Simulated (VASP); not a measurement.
# CoO (F-43m) in VASP: a series of runs, part 2 of 2

VASP 6.6.1. The steps go on from the part before.

## (4) Single point, PBEsol, collinear spin, zero start

Contents of INCAR:

```
SYSTEM = CoO
ALGO = Normal ; EDIFF = 1E-6
ENCUT = 600 ; GGA = PS
GGA_COMPAT = .FALSE. ; ISIF = 2
ISMEAR = 0 ; ISPIN = 2
LASPH = .TRUE. ; LCHARG = .TRUE.
LELF = .TRUE. ; LMAXMIX = 4
LORBIT = 11 ; LREAL = .FALSE.
LVHAR = .TRUE. ; LWAVE = .FALSE.
MAGMOM = 0 0 ; NBANDS = 18
NELM = 200 ; NUPDOWN = 0.0
PREC = Accurate ; SIGMA = 0.05
```

Contents of KPOINTS:

```
k-points
0
G
  7 7 7
  0 0 0
```

Contents of POSCAR:

```
CoO
1.0
    0.0000000000      2.3436418400      2.3436418400
    2.3436418400      0.0000000000      2.3436418400
    2.3436418400      2.3436418400      0.0000000000
Co O
1 1
Direct
    0.0000000000      0.0000000000      0.0000000000
    0.2500000000      0.2500000000      0.2500000000
```

Potentials or basis: VASP PAW PBE potentials, release 64 (Co, O).

On the command line:

```sh
> cat potpaw_PBE.64/Co/POTCAR potpaw_PBE.64/O/POTCAR > POTCAR
> mpirun -np 1 vasp_std > vasp.out
```

OUTCAR:

```text
SYSTEM = CoO
   EDIFF = 1E-6
   ENCUT = 600
   GGA = PS
   ISIF = 2
   ISMEAR = 0
   ISPIN = 2
   LASPH = .TRUE.
   LORBIT = 11
   LREAL = .FALSE.
   NELM = 200
   NUPDOWN = 0.0
   PREC = Accurate

 ion  position               nearest neighbor table
   1  0.000  0.000  0.000-   2 2.03   2 2.03   2 2.03   2 2.03
   2  0.250  0.250  0.250-   1 2.03   1 2.03   1 2.03   1 2.03

  LATTYP: Found a face centered cubic cell.
 ALAT       =     4.6872836800

  Lattice vectors:

 A1 = (   0.0000000000,   2.3436418400,   2.3436418400)
 A2 = (   2.3436418400,   0.0000000000,   2.3436418400)
 A3 = (   2.3436418400,   2.3436418400,   0.0000000000)

Analysis of symmetry for initial positions (statically):
=====================================================================
 Subroutine PRICEL returns:
 Original cell was already a primitive cell.

 Routine SETGRP: Setting up the symmetry group for a
 face centered cubic supercell.

 Subroutine GETGRP returns: Found 24 space group operations
[... 614 lines left out ...]
      5       3.5449      1.00000
      6       3.5449      1.00000
[... 397 lines left out ...]
      5       2.9541      1.00000
      6       3.4684      1.00000
[... 10 lines left out ...]
     17      28.1818      0.00000
     18      31.0708      0.00000

------------------------ aborting loop because EDIFF is reached ----------------------------------------

  FORCE on cell =-STRESS in cart. coord.  units (eV):
  Direction    XX          YY          ZZ          XY          YZ          ZX
  --------------------------------------------------------------------------------------
  -------------------------------------------------------------------------------------
  Total       -4.9310058     -4.9310058     -4.9310058      0.0000000      0.0000000      0.0000000
  in kB     -306.8614772   -306.8614772   -306.8614772      0.0000000      0.0000000      0.0000000
  external PRESSURE =    -306.8614772 kB  Pullay stress =       0.0000000 kB

 VOLUME and BASIS-vectors are now :
 -----------------------------------------------------------------------------
  energy-cutoff  :      600.00
  volume of cell :       25.75
      direct lattice vectors                 reciprocal lattice vectors
     0.000000000  2.343641840  2.343641840    -0.213343179  0.213343179  0.213343179
     2.343641840  0.000000000  2.343641840     0.213343179 -0.213343179  0.213343179
     2.343641840  2.343641840  0.000000000     0.213343179  0.213343179 -0.213343179

 POSITION                                       TOTAL-FORCE (eV/Angst)
 -----------------------------------------------------------------------------------
      0.00000      0.00000      0.00000        -0.000000      0.000000      0.000000
      1.17182      1.17182      1.17182         0.000000     -0.000000     -0.000000
 -----------------------------------------------------------------------------------
    total drift:                               -0.000000     -0.000000      0.000000

  FREE ENERGIE OF THE ION-ELECTRON SYSTEM (eV)
  ---------------------------------------------------
  free  energy   TOTEN  =       -13.4218744039 eV

  energy  without entropy=      -13.4166868447  energy(sigma->0) =      -13.41928062

 total charge

# of ion       s       p       d       tot
------------------------------------------
    1        0.292   0.336   7.248   7.875
    2        1.555   3.297   0.000   4.852
--------------------------------------------------
tot          1.847   3.633   7.248  12.728

 magnetization (x)

# of ion       s       p       d       tot
------------------------------------------
    1       -0.000  -0.000  -0.000  -0.000
    2       -0.000  -0.000   0.000  -0.000
--------------------------------------------------
tot         -0.000  -0.000  -0.000  -0.000
```

OSZICAR:

```text
N       E                     dE             d eps       ncg     rms          rms(c)
DAV:   1     0.904233649870E+02    0.90423E+02   -0.70246E+03  1440   0.991E+02
DAV:   2    -0.956309425380E+01   -0.99986E+02   -0.85876E+02  1514   0.231E+02
DAV:   3    -0.160457314683E+02   -0.64826E+01   -0.61799E+01  1648   0.628E+01
DAV:   4    -0.161279424466E+02   -0.82211E-01   -0.82043E-01  1746   0.687E+00
DAV:   5    -0.161301002477E+02   -0.21578E-02   -0.21576E-02  1810   0.112E+00    0.136E+01
DAV:   6    -0.187299095971E+02   -0.25998E+01   -0.36115E+01  1614   0.713E+01    0.245E+01
DAV:   7    -0.135375497987E+02    0.51924E+01   -0.26442E+01  1712   0.711E+01    0.408E+00
DAV:   8    -0.134317338458E+02    0.10582E+00   -0.56192E-01  1736   0.635E+00    0.147E+00
DAV:   9    -0.134237827852E+02    0.79511E-02   -0.46147E-02  2148   0.222E+00    0.531E-01
DAV:  10    -0.134220012774E+02    0.17815E-02   -0.76916E-03  2146   0.108E+00    0.107E-01
DAV:  11    -0.134218401892E+02    0.16109E-03   -0.55476E-04  1970   0.218E-01    0.397E-02
DAV:  12    -0.134218775752E+02   -0.37386E-04   -0.96267E-05  1686   0.121E-01    0.220E-02
DAV:  13    -0.134218746804E+02    0.28947E-05   -0.84817E-06  2004   0.418E-02    0.953E-03
DAV:  14    -0.134218744039E+02    0.27649E-06   -0.71268E-06  1674   0.383E-02
   1 F= -.13421874E+02 E0= -.13419281E+02  d E =-.518756E-02  mag=    -0.0000
```

stdout:

```text
POSCAR found type information on POSCAR CoO
 POSCAR found :  2 types and       2 ions
 scaLAPACK will be used
 -----------------------------------------------------------------------------
|                                                                             |
|                                                                             |
|     You enforced a specific xc type in the INCAR file but a different       |
|     I HOPE YOU KNOW WHAT YOU ARE DOING!                                     |
|                                                                             |
 -----------------------------------------------------------------------------

 LDA part: xc-table for (Slater+PW92), standard interpolation
 POSCAR, INCAR and KPOINTS ok, starting setup
 FFT: planning ... GRIDC
 FFT: planning ... GRID_SOFT
 FFT: planning ... GRID
 WAVECAR not read
 entering main loop
```

Wall time 48 s (1 thread of Intel Xeon 8259CL, shared host); peak memory 0.18 GiB.

What came out:

- Free energy: -13.4219 eV
- Pressure: -30.7 GPa
- Net moment: 0.00 μB per cell
- Valence electrons inside the program's atomic spheres: Co 7.88; O 4.85

Caveat: the PAW data sets were made with another functional, which shifts forces and pressure a little; the total moment is fixed, so each spin has its own Fermi level.

## (5) The runs side by side

```tsv
level	potentials or basis	spin	fixed moment (μB)	cell	k mesh	smearing	second run	gap on the mesh (eV)	pressure (GPa)	moment (μB)
PBE	VASP PAW PBE potentials, release 64 (Co_sv, O)	collinear, ferromagnetic start	-	a = 3.314 Å, angles 60.0°, 2 atoms	10 × 10 × 10	gaussian 0.019 eV	valence_matched	none	-13.9	2.99
PBE	VASP PAW PBE potentials, release 64 (Co_sv, O)	collinear, ferromagnetic start	-	a = 3.292 Å, angles 60.0°, 2 atoms	10 × 10 × 10	fermi-dirac 0.05 eV	valence_matched	none	-12.4	2.97
PBEsol	VASP PAW PBE potentials, release 64 (Co, O)	collinear, zero start	0.0	a = 3.314 Å, angles 60.0°, 2 atoms	7 × 7 × 7	gaussian 0.05 eV	-	-	-30.7	0.00
```

Alike in all rows: task single point; cutoff (eV) 600.

Caveats: a cell with one magnetic atom can't hold antiferromagnetic order, which such compounds often take (some runs); semilocal functionals often make such compounds metallic where correlation or magnetic order opens a gap, which also shifts bond lengths (some runs); the PAW data sets were made with another functional, which shifts forces and pressure a little (some runs); the total moment is fixed, so each spin has its own Fermi level (some runs).

Total energies depend on the potentials used, so only differences within one code and one set of settings carry meaning.
